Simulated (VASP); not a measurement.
Runs of VASP 6.6.1 on LiF. The structure is that of space group Fm-3m (No. 225), or close to it. The cells are those of the table. 

| cell | gap on the mesh (eV) |
| --- | --- |
| a = 2.807, b = 2.807, c = 2.819 Å, angles 60.1, 60.1, 90.0°, 2 atoms | 10.60 |
| a = 2.835, b = 2.835, c = 2.824 Å, angles 59.9, 59.9, 90.0°, 2 atoms | 10.48 |
| a = 2.765, b = 2.765, c = 2.814 Å, angles 60.6, 60.6, 90.0°, 2 atoms | 10.76 |
| a = 2.765, b = 2.765, c = 2.810 Å, angles 60.5, 60.5, 90.0°, 2 atoms | 10.79 |
| a = 2.849, b = 2.849, c = 2.827 Å, angles 59.7, 59.7, 90.0°, 2 atoms | (b) |
| a = 2.793, b = 2.793, c = 2.817 Å, angles 60.3, 60.3, 90.0°, 2 atoms | (a) |
| a = 2.821 Å, angles 60.0, 60.0, 90.0°, 2 atoms | 10.55 |
| a = 2.793, b = 2.793, c = 2.816 Å, angles 60.3, 60.3, 90.0°, 2 atoms | (c) |
| a = 2.807, b = 2.807, c = 2.818 Å, angles 60.1, 60.1, 90.0°, 2 atoms | 10.61 |

Alike in all rows: task single point; level r2SCAN; potentials or basis VASP PAW PBE potentials, release 64 (Li_sv, F); no spin polarisation; k mesh 10 × 10 × 10; cutoff (eV) 520; smearing gaussian 0.01 eV.

Question: Fill in the values left out.

Answer: (a) 10.65; (b) 10.40; (c) 10.66.

A k mesh can miss the band edges.
